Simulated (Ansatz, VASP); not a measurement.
One calculation of Co, two programs

```
Co
1.0
     4.44633    0.00000    0.00000
     0.00000    4.44633    0.00000
     0.00000    0.00000    4.44633
Co
8
Direct
  0.50000 0.50000 0.50000
  0.00000 0.00000 0.00000
  0.25000 0.00000 0.50000
  0.50000 0.25000 0.00000
  0.50000 0.75000 0.00000
  0.75000 0.00000 0.50000
  0.00000 0.50000 0.75000
  0.00000 0.50000 0.25000
```

Alike in both runs: task single point; functional PBEsol; k mesh 4 × 4 × 4; occupations gaussian, width 0.1 eV; collinear spin.

```csv
,VASP,Ansatz
version,VASP 6.6.1,Ansatz 0.2.0
potentials or method,"VASP PAW PBE potentials, release 64 (Co), cutoff 520 eV","scalar-relativistic, plane waves, PAW"
valence electrons in the cell,72,136
```

|  | VASP | Ansatz | Ansatz less VASP |
| --- | --- | --- | --- |
| gap on the k mesh at the Fermi level (eV) | none | none | - |
| pressure (GPa) | -7.7 | -7.1 | +0.63 |
| net moment per atom (μB) | 1.69 | 1.69 | +0.005 |
| size of the moment on the site where the two differ most (μB) | 1.62 | 1.68 | +0.056 |

VASP's potentials were made for PBE, not for PBEsol. Site moments also hang on the region over which each program counts them. A gap of «none» marks a metal or a gap that the smearing closes. VASP's potentials hold 72 valence electrons a cell and Ansatz's 136, so a difference there can come from the potentials and not from the codes.
